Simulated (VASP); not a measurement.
A run of VASP 6.6.1:

File INCAR:

```
SYSTEM = MoS2
  ALGO = Normal
  EDIFF = 1E-7
  ENCUT = 520
  GGA = PE
  ISIF = 2
  ISMEAR = 0
  IVDW = 12
  LASPH = .TRUE.
  LCHARG = .TRUE.
  LELF = .TRUE.
  LREAL = .FALSE.
  LVHAR = .TRUE.
  LWAVE = .FALSE.
  NBANDS = 35
  NELM = 60
  PREC = Accurate
  SIGMA = 0.01
```

File KPOINTS:

```
k-points
0
G
  15 15 4
  0 0 0
```

The input POSCAR:

```
MoS2
1.0
    3.0493199401      0.0000000000      0.0000000000
   -1.5246599700      2.6407885324      0.0000000000
    0.0000000000      0.0000000000     11.1316199390
Mo S
2 4
Direct
    0.3333333333      0.6666666667      0.2500000000
    0.6666666667      0.3333333333      0.7500000000
    0.3333333333      0.6666666667      0.6086152283
    0.6666666667      0.3333333333      0.1086152283
    0.3333333333      0.6666666667      0.8913847717
    0.6666666667      0.3333333333      0.3913847717
```

Potentials or basis: VASP PAW PBE potentials, release 64 (Mo_sv, S).

The run is started by

```bash
$ cat potpaw_PBE.64/Mo_sv/POTCAR potpaw_PBE.64/S/POTCAR > POTCAR
$ mpirun -np 1 vasp_std > vasp.out
```

Hardware: 1 thread of Intel(R) Xeon(R) Platinum 8259CL CPU @ 2.50GHz (Skylake/Cascade Lake) (shared host).

Question: How long does it take, and how much memory?

Answer: Wall time 4 min on 1 thread of Intel(R) Xeon(R) Platinum 8259CL CPU @ 2.50GHz (Skylake/Cascade Lake), on a shared host, peak memory 0.35 GiB. Counts: scf iterations 17, k points 81.
